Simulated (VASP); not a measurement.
Input of a VASP 6.6.1 run:

INCAR

```
PREC = Accurate ; ENCUT = 520
EDIFF = 1E-7 ; ISMEAR = 0
SIGMA = 0.1 ; LREAL = F
LASPH = T ; NELM = 100
ALGO = Normal ; ISIF = 2
LWAVE = F ; LCHARG = F
GGA = PE ; NBANDS = 56
```

The input KPOINTS:

```
Automatic mesh
0
Gamma
  6 6 1
```

Contents of POSCAR:

```
MgCd2O3
1.0
    3.2385399515      0.0000000000      0.0000000000
   -1.6192699758      2.8046578692      0.0000000000
    0.0000000000      0.0000000000     16.1792145045
Mg Cd O
2 4 6
Direct
    0.0000000000      0.0000000000      0.2500000000
    0.0000000000      0.0000000000      0.7500000000
    0.6666666667      0.3333333333      0.4116217767
    0.6666666667      0.3333333333      0.9116217767
    0.3333333333      0.6666666667      0.0883782233
    0.3333333333      0.6666666667      0.5883782233
    0.3333333333      0.6666666667      0.3206701620
    0.3333333333      0.6666666667      0.8206701620
    0.6666666667      0.3333333333      0.1793298380
    0.6666666667      0.3333333333      0.6793298380
    0.0000000000      0.0000000000      0.0000000000
    0.0000000000      0.0000000000      0.5000000000
```

Potentials or basis: VASP PAW PBE potentials, release 64 (Mg, Cd, O).

The run is started by

```bash
$ cat potpaw_PBE.64/Mg/POTCAR potpaw_PBE.64/Cd/POTCAR potpaw_PBE.64/O/POTCAR > POTCAR
$ mpirun -np 1 vasp_std > vasp.out
```

What does it give for the band gap on the k mesh?

0.58 eV.

Predict the largest force.

0.093 eV/Å.

Estimate the pressure.

0.7 GPa.

Forces in eV/Å, atoms in the order of the input:
```
Mg   0.000  0.000  0.000
Mg   0.000  0.000  0.000
Cd   0.000  0.000 -0.019
Cd   0.000  0.000 -0.019
Cd   0.000  0.000  0.019
Cd   0.000  0.000  0.019
O    0.000  0.000 -0.093
O    0.000  0.000 -0.093
O    0.000  0.000  0.093
O    0.000  0.000  0.093
O    0.000  0.000  0.000
O    0.000  0.000  0.000
```
